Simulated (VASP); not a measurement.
# Ti3Al5 (Cmmm) in VASP: single point with PBEsol

Aim: the single point of Ti3Al5 with PBEsol.

All numbers are computed with VASP 6.6.1; they aren't measurements. Logs are shortened: lines on timing, memory, paths and dates and some standing lists are left out, and cuts for length are marked.

**1. The cell of the first run**

Symmetry: Cmmm, No. 65, orthorhombic system. Conventional cell: a = 5.320 Å, b = 5.663 Å, c = 8.297 Å, α = 90.00°, β = 90.00°, γ = 90.00°. Ti (site symmetry mmm) has 4 Ti at 2.66 to 2.83 Å and 8 Al at 2.83 Å within 3.5 Å. Ti (site symmetry mmm) has 12 Al at 2.66 to 2.86 Å within 3.5 Å. Within 3.5 Å of Ti (site symmetry mmm) lie 4 Ti at 2.66 to 2.83 Å and 8 Al at 2.83 Å. Al (site symmetry 2) has 6 Al at 2.66 to 2.86 Å and 6 Ti at 2.83 to 2.86 Å within 3.5 Å. Within 3.5 Å of Al (site symmetry mmm) lie 4 Ti at 2.66 to 2.83 Å and 8 Al at 2.86 Å.

**2. Single point, PBEsol (strain +0.0625 x Voigt [0, 0, 0, 0, 0, 1])**

INCAR reads:

```
SYSTEM = Ti3Al5
  PREC = Accurate
  ENCUT = 520
  EDIFF = 1E-6
  ISMEAR = 0
  SIGMA = 0.15
  LREAL = .False.
  LASPH = .True.
  NELM = 80
  ALGO = Fast
  ISIF = 2
  LWAVE = .False.
  LCHARG = .False.
  GGA = PS
  NBANDS = 36
```

KPOINTS reads:

```
regular mesh
0
Gamma
  10 10 6
  0 0 0
```

POSCAR reads:

```
Ti3Al5
1.0
    3.8832951200      0.1213529725      0.0000000000
    0.1213529725      3.8832951200      0.0000000000
    0.0000000000      0.0000000000      8.2968849545
Ti Al
3 5
Direct
    0.0000000000      0.0000000000      0.5000000000
    0.5000000000      0.5000000000      0.0000000000
    0.5000000000      0.5000000000      0.5000000000
    0.0000000000      0.5000000000      0.2523516175
    0.0000000000      0.5000000000      0.7476483825
    0.5000000000      0.0000000000      0.2523516175
    0.5000000000      0.0000000000      0.7476483825
    0.0000000000      0.0000000000      0.0000000000
```

Potentials or basis: VASP PAW PBE potentials, release 64 (Ti_sv, Al).

Started as:

```bash
$ cat potpaw_PBE.64/Ti_sv/POTCAR potpaw_PBE.64/Al/POTCAR > POTCAR
$ mpirun -np 1 vasp_std > vasp.out
```

OUTCAR:

```text
SYSTEM = Ti3Al5
   PREC = Accurate
   ENCUT = 520
   EDIFF = 1E-6
   ISMEAR = 0
   LREAL = .False.
   LASPH = .True.
   NELM = 80
   ISIF = 2
   GGA = PS

 ion  position               nearest neighbor table
   1  0.000  0.000  0.500-   3 2.66   3 2.66   6 2.83   7 2.83   4 2.83   4 2.83   5 2.83   5 2.83
                             6 2.83   7 2.83   3 2.83   3 2.83
   2  0.500  0.500  0.000-   8 2.66   8 2.66   8 2.83   8 2.83   4 2.86   6 2.86   7 2.86   5 2.86
                             4 2.86   5 2.86   6 2.86   7 2.86
   3  0.500  0.500  0.500-   1 2.66   1 2.66   6 2.83   7 2.83   4 2.83   6 2.83   7 2.83   5 2.83
                             4 2.83   5 2.83   1 2.83   1 2.83
   4  0.000  0.500  0.252-   6 2.66   6 2.66   1 2.83   1 2.83   3 2.83   3 2.83   6 2.83   6 2.83
                             2 2.86   2 2.86   8 2.86   8 2.86
   5  0.000  0.500  0.748-   7 2.66   7 2.66   1 2.83   1 2.83   3 2.83   3 2.83   7 2.83   7 2.83
                             2 2.86   2 2.86   8 2.86   8 2.86
   6  0.500  0.000  0.252-   4 2.66   4 2.66   3 2.83   1 2.83   1 2.83   3 2.83   4 2.83   4 2.83
                             2 2.86   2 2.86   8 2.86   8 2.86
   7  0.500  0.000  0.748-   5 2.66   5 2.66   3 2.83   1 2.83   1 2.83   3 2.83   5 2.83   5 2.83
                             2 2.86   2 2.86   8 2.86   8 2.86
   8  0.000  0.000  0.000-   2 2.66   2 2.66   2 2.83   2 2.83   7 2.86   4 2.86   4 2.86   5 2.86
                             5 2.86   6 2.86   7 2.86   6 2.86

  LATTYP: Found a base centered orthorhombic cell.
 ALAT       =     5.3201896059
 B/A-ratio  =     1.0645161290
 C/A-ratio  =     1.5595092599

  Lattice vectors:

 A1 = (  -0.1213529725,  -3.8832951200,   0.0000000000)
 A2 = (   3.8832951200,   0.1213529725,   0.0000000000)
 A3 = (   0.0000000000,   0.0000000000,   8.2968849545)

Analysis of symmetry for initial positions (statically):
=====================================================================
 Subroutine PRICEL returns:
 Original cell was already a primitive cell.

 Routine SETGRP: Setting up the symmetry group for a
 base centered orthorhombic supercell.

 Subroutine GETGRP returns: Found  8 space group operations
 (whereof  8 operations were pure point group operations)
 out of a pool of  8 trial point group operations.

The static configuration has the point symmetry D_2h.

Analysis of symmetry for dynamics (positions and initial velocities):
=====================================================================
 Subroutine PRICEL returns:
 Original cell was already a primitive cell.

 Routine SETGRP: Setting up the symmetry group for a
 base centered orthorhombic supercell.

 Subroutine GETGRP returns: Found  8 space group operations
 (whereof  8 operations were pure point group operations)
 out of a pool of  8 trial point group operations.

The dynamic configuration has the point symmetry D_2h.

 Subroutine INISYM returns: Found  8 space group operations
 (whereof  8 operations are pure point group operations),
 and found     1 'primitive' translations

----------------------------------------------------------------------------------------

                                     Primitive cell

  volume of cell :     124.9947

  direct lattice vectors                    reciprocal lattice vectors
     3.883295120  0.121352973  0.000000000     0.257764987 -0.008055156  0.000000000
     0.121352973  3.883295120  0.000000000    -0.008055156  0.257764987  0.000000000
     0.000000000  0.000000000  8.296884954     0.000000000  0.000000000  0.120527162

  length of vectors
     3.885190797  3.885190797  8.296884954     0.257890818  0.257890818  0.120527162

  position of ions in fractional coordinates (direct lattice)
     0.000000000  0.000000000  0.500000000
     0.500000000  0.500000000  0.000000000
     0.500000000  0.500000000  0.500000000
     0.000000000  0.500000000  0.252351617
     0.000000000  0.500000000  0.747648383
     0.500000000  0.000000000  0.252351617
     0.500000000  0.000000000  0.747648383
     0.000000000  0.000000000  0.000000000

  ion indices of the primitive-cell ions
   primitive index   ion index
                 1           1
                 2           2
                 3           3
                 4           4
                 5           5
                 6           6
                 7           7
                 8           8

----------------------------------------------------------------------------------------

 KPOINTS: regular mesh

Automatic generation of k-mesh.
 Grid dimensions read from file:
 generate k-points for:   10   10    6

 Generating k-lattice:

  Cartesian coordinates                     Fractional coordinates (reciprocal lattice)
     0.025776499 -0.000805516  0.000000000     0.100000000  0.000000000  0.000000000
    -0.000805516  0.025776499  0.000000000     0.000000000  0.100000000  0.000000000
     0.000000000  0.000000000  0.020087860     0.000000000  0.000000000  0.166666667

  Length of vectors
     0.025789082  0.025789082  0.020087860

  Shift w.r.t. Gamma in fractional coordinates (k-lattice)
     0.000000000  0.000000000  0.000000000

 Subroutine IBZKPT returns following result:
 ===========================================

 Found    124 irreducible k-points:

 Following reciprocal coordinates:
            Coordinates               Weight
  0.000000  0.000000  0.000000      1.000000
  0.100000  0.000000  0.000000      4.000000
  0.200000  0.000000  0.000000      4.000000
  0.300000  0.000000  0.000000      4.000000
  0.400000  0.000000  0.000000      4.000000
  0.500000  0.000000  0.000000      2.000000
[... 16 lines left out ...]
  0.300000  0.300000  0.000000      2.000000
  0.400000  0.300000  0.000000      4.000000
 [... further k-points ...]
   k-points           NKPTS =    124   k-points in BZ     NKDIM =    124   number of bands    NBANDS=     36
   number of dos      NEDOS =    301   number of ions     NIONS =      8
   total plane-waves  NPLWV =  57600
   dimension x,y,z NGX =    30 NGY =   30 NGZ =   64
   dimension x,y,z NGXF=    60 NGYF=   60 NGZF=  128
   ions per type =               3   5
   NGX,Y,Z   is equivalent  to a cutoff of  12.84, 12.84, 12.82 a.u.
   NGXF,Y,Z  is equivalent  to a cutoff of  25.67, 25.67, 25.65 a.u.
 SYSTEM =  Ti3Al5
   PREC   = accura    normal or accurate (medium, high low for compatibility)
   ISTART =      0    job   : 0-new  1-cont  2-samecut
   ICHARG =      2    charge: 1-file 2-atom 10-const
   ISPIN  =      1    spin polarized calculation?
   LNONCOLLINEAR =      F non collinear calculations
   LSORBIT =      F    spin-orbit coupling
   LASPH  =      T    aspherical Exc in radial PAW
   ENCUT  =  520.0 eV  38.22 Ry    6.18 a.u.   7.22  7.22 15.43*2*pi/ulx,y,z
   NELM   =     80;   NELMIN=  2; NELMDL= -5     # of ELM steps
   EDIFF  = 0.1E-05   stopping-criterion for ELM
   LREAL  =      F    real-space projection
   EDIFFG = 0.1E-04   stopping-criterion for IOM
   NSW    =      0    number of steps for IOM
   IBRION =     -1    ionic relax: 0-MD 1-quasi-New 2-CG
   NFREE  =      0    steps in history (QN), initial steepest desc. (CG)
   ISIF   =      2    stress and relaxation
   ISYM   =      2    0-nonsym 1-usesym 2-fastsym
   POTIM  = 0.5000    time-step for ionic-motion
   TEBEG  =    0.0;   TEEND  =   0.0 temperature during run
   PSTRESS=    0.0 pullay stress
   NELECT =      51.0000    total number of electrons
   NUPDOWN=      -1.0000    fix difference up-down
   EMIN   =  10.00;   EMAX   =-10.00  energy-range for DOS
   EFERMI =   0.00;   METHOD = LEGACY
   ISMEAR =     0;   SIGMA  =   0.15  broadening in eV -4-tet -1-fermi 0-gaus
   EFERMI_NEDOS =   21; number of points for ismear=-14 and -15
   IALGO  =     68    algorithm
   IMIX   =      4    mixing-type and parameters
     AMIX     =   0.40;   BMIX     =  1.00
     AMIX_MAG =   1.60;   BMIX_MAG =  1.00
  volume/ion in A,a.u.               =      15.62       105.44
  Fermi-wavevector in a.u.,A,eV,Ry     =   1.214230  2.294562 20.059818  1.474355
  Thomas-Fermi vector in A             =   2.349657
   LORBIT       =      0    0 simple, 1 ext, 2 COOP (PROOUT), +10 PAW based schemes
   GGA     = PS    functional components
   LHFCALC =     F    Hartree Fock is set to
   AEXX    =    0.0000 exact exchange contribution
   IVDW    =     0    specifies the selected vdW correction
   LEPSILON=     F    determine dielectric tensor
   LRPA    =     F    only Hartree local field effects (RPA)
 non-spin polarized calculation
 RMM-DIIS sequential band-by-band and
 Gauss-broadening in eV      SIGMA  =   0.15
  energy-cutoff  :      520.00
  volume of cell :      124.99
 maximum number of plane-waves:      3402
 NGX is ok and might be reduce to    30
   NGX = 15   NGY = 15   NGZ = 31

 number of electron      51.0000006 magnetization

 Free energy of the ion-electron system (eV)
  ---------------------------------------------------
  ext. energy  EPLUGINS =         0.00000000
  ---------------------------------------------------
  free energy    TOTEN  =       -48.58003036 eV

  energy without entropy =      -48.52185939  energy(sigma->0) =      -48.55094488

 E-fermi :   8.5663     XC(G=0): -11.0876

 val. band max:        8.5607737898   @ k =   0.4000   0.0000   0.0000
 cond. band min:       8.5674518552   @ k =   0.5000   0.1000   0.3333
 fundamental gap:      0.0066780654
 Fermi energy:         8.5663270867

 k-point     1 :       0.0000    0.0000    0.0000
  band No.  band energies     occupation
      1     -47.8889      2.00000
      2     -47.7828      2.00000
      3     -47.4360      2.00000
      4     -24.3220      2.00000
      5     -24.3198      2.00000
      6     -24.3033      2.00000
[... 28 lines left out ...]
     35      11.4291      0.00000
     36      12.4860      0.00000

 k-point     2 :       0.1000    0.0000    0.0000
  band No.  band energies     occupation
      1     -47.8888      2.00000
      2     -47.7808      2.00000
      3     -47.4379      2.00000
      4     -24.3231      2.00000
      5     -24.3044      2.00000
      6     -24.3017      2.00000
[... 28 lines left out ...]
     35      11.3886      0.00000
     36      12.5485      0.00000

 k-point     3 :       0.2000    0.0000    0.0000
  band No.  band energies     occupation
      1     -47.8886      2.00000
      2     -47.7754      2.00000
      3     -47.4432      2.00000
      4     -24.3262      2.00000
      5     -24.2977      2.00000
      6     -24.2806      2.00000
[... 28 lines left out ...]
     35      11.7272      0.00000
     36      11.7801      0.00000

 k-point     4 :       0.3000    0.0000    0.0000
  band No.  band energies     occupation
      1     -47.8882      2.00000
      2     -47.7685      2.00000
      3     -47.4499      2.00000
      4     -24.3303      2.00000
      5     -24.2929      2.00000
      6     -24.2791      2.00000
[... 28 lines left out ...]
     35      11.2836      0.00000
     36      12.3481      0.00000

 k-point     5 :       0.4000    0.0000    0.0000
  band No.  band energies     occupation
      1     -47.8880      2.00000
      2     -47.7627      2.00000
      3     -47.4555      2.00000
      4     -24.3340      2.00000
      5     -24.2894      2.00000
      6     -24.2775      2.00000
[... 655 lines left out ...]
 k-point    22 :      -0.2000    0.2000    0.0000
  band No.  band energies     occupation
      1     -47.8882      2.00000
      2     -47.7673      2.00000
      3     -47.4510      2.00000
      4     -24.3295      2.00000
      5     -24.2925      2.00000
      6     -24.2789      2.00000
[... 28 lines left out ...]
     35      11.3461      0.00000
     36      11.6815      0.00000

 k-point    23 :       0.3000    0.3000    0.0000
  band No.  band energies     occupation
      1     -47.8876      2.00000
      2     -47.7670      2.00000
      3     -47.4498      2.00000
      4     -24.3649      2.00000
      5     -24.3367      2.00000
      6     -24.2902      2.00000
[... 28 lines left out ...]
     35      11.2991      0.00000
     36      11.3419      0.00000

 k-point    24 :       0.4000    0.3000    0.0000
  band No.  band energies     occupation
      1     -47.8874      2.00000
      2     -47.7639      2.00000
      3     -47.4525      2.00000
      4     -24.3566      2.00000
      5     -24.3394      2.00000
      6     -24.2882      2.00000
[... 28 lines left out ...]
     35      11.3407      0.00000
     36      11.7194      0.00000

 [... further k-points ...]
[... 5 lines left out ...]
  --------------------------------------------------------------------------------------
  -------------------------------------------------------------------------------------
  Total        0.7270733      0.7270733     -0.1273538     -4.9554764      0.0000000      0.0000000
  in kB        9.3195992      9.3195992     -1.6324165    -63.5191181      0.0000000      0.0000000
  external PRESSURE =       5.6689273 kB  Pullay stress =       0.0000000 kB

 VOLUME and BASIS-vectors are now :
 -----------------------------------------------------------------------------
  energy-cutoff  :      520.00
  volume of cell :      124.99
      direct lattice vectors                 reciprocal lattice vectors
     3.883295120  0.121352973  0.000000000     0.257764987 -0.008055156  0.000000000
     0.121352973  3.883295120  0.000000000    -0.008055156  0.257764987  0.000000000
     0.000000000  0.000000000  8.296884954     0.000000000  0.000000000  0.120527162

 POSITION                                       TOTAL-FORCE (eV/Angst)
 -----------------------------------------------------------------------------------
      0.00000      0.00000      4.14844        -0.000000      0.000000      0.000000
      2.00232      2.00232      0.00000        -0.000000      0.000000      0.000000
      2.00232      2.00232      4.14844        -0.000000      0.000000      0.000000
      0.06068      1.94165      2.09373         0.000000      0.000000     -0.008991
      0.06068      1.94165      6.20315        -0.000000     -0.000000      0.008991
      1.94165      0.06068      2.09373         0.000000     -0.000000     -0.008991
      1.94165      0.06068      6.20315        -0.000000     -0.000000      0.008991
      0.00000      0.00000      0.00000        -0.000000      0.000000      0.000000
 -----------------------------------------------------------------------------------
    total drift:                                0.000000      0.000000      0.000000

  FREE ENERGIE OF THE ION-ELECTRON SYSTEM (eV)
  ---------------------------------------------------
  free  energy   TOTEN  =       -48.5800303646 eV

  energy  without entropy=      -48.5218593866  energy(sigma->0) =      -48.55094488
```

Run time: 24 min. Hardware: 1 thread of Intel Xeon Platinum 8488C (Sapphire Rapids), shared host; peak memory 0.54 GiB.

Results:

- Free energy: -48.5800 eV
- Pressure: 0.6 GPa
- Largest force: 0.009 eV/Å

Forces in eV/Å, atoms in the order of the input:
```
Ti   0.000  0.000  0.000
Ti   0.000  0.000  0.000
Ti   0.000  0.000  0.000
Al   0.000  0.000 -0.009
Al   0.000  0.000  0.009
Al   0.000  0.000 -0.009
Al   0.000  0.000  0.009
Al   0.000  0.000  0.000
```

Caveat: the cell differs from its parent crystal (strain +0.0625 x Voigt [0, 0, 0, 0, 0, 1]); the PAW data sets were made with another functional, which shifts forces and pressure a little.
